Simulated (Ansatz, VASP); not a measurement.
## Two plane-wave programs on Cu

Contents of POSCAR:

```
Cu
1.0
   -1.4427933200      1.4427933200      1.4173638935
    1.4427933200     -1.4427933200      1.4173638935
    1.4427933200      1.4427933200     -1.4173638935
Cu
1
Direct
    0.0000000000      0.0000000000      0.0000000000
```

File INCAR.step1:

```
PREC = Accurate
ENCUT = 520
ISMEAR = 0
SIGMA = 0.15
LREAL = F
LASPH = T
NELM = 80
NBANDS = 12
GGA = PE
ALGO = Normal
EDIFF = 1E-4
LWAVE = T
LCHARG = F
```

The input INCAR.step2:

```
PREC = Accurate
ENCUT = 520
EDIFF = 1E-7
ISMEAR = 0
SIGMA = 0.15
LREAL = F
LASPH = T
NELM = 80
ALGO = Normal
ISIF = 2
LWAVE = F
LCHARG = F
METAGGA = R2SCAN
LMIXTAU = T
NBANDS = 12
ISTART = 1
```

File KPOINTS:

```
Automatic mesh
0
Gamma
  24 24 24
```

Input for Ansatz:

```yaml
crystal:
  lattice:
    - [-1.44279332, 1.44279332, 1.4173638935]
    - [1.44279332, -1.44279332, 1.4173638935]
    - [1.44279332, 1.44279332, -1.4173638935]
  atoms:
    - { symbol: Cu, position: [0.0, 0.0, 0.0] }
basis:
  ecutwfc: 500
kpoints:
  mp_grid: { grid: [24, 24, 24] }
hamiltonian:
  xc: r2scan
scf:
  occupations: { method: gaussian, width: 0.15 }
output:
  forces: true
  stress: true
  eigenvalues: true
```

Change from the starting cell: strain +0.000 along x and y, +0.030 along z, atoms carried along.

Alike in both runs: task single point; functional r2SCAN; k mesh 24 × 24 × 24; occupations gaussian, width 0.15 eV; no spin polarisation.

```csv
,VASP,Ansatz
version,VASP 6.6.1,Ansatz 0.2.0
potentials or method,"VASP PAW PBE potentials, release 64 (Cu), cutoff 520 eV","scalar-relativistic, plane waves, PAW"
valence electrons in the cell,11,19
```

Ansatz gave:

```
gap on the k mesh at the Fermi level (eV)                     : none
pressure (GPa)                                                : -4.2
traceless stress, the component that is largest in VASP (GPa) : -0.04
```

Task: What did VASP give for the same quantities?

Result: gap on the k mesh at the Fermi level (eV): none; pressure (GPa): -3.5; traceless stress, the component that is largest in VASP (GPa): -0.06.

VASP's potentials were made for PBE, not for r2SCAN. A gap of «none» marks a metal or a gap that the smearing closes. VASP's potentials hold 11 valence electrons a cell and Ansatz's 19, so a difference there can come from the potentials and not from the codes.
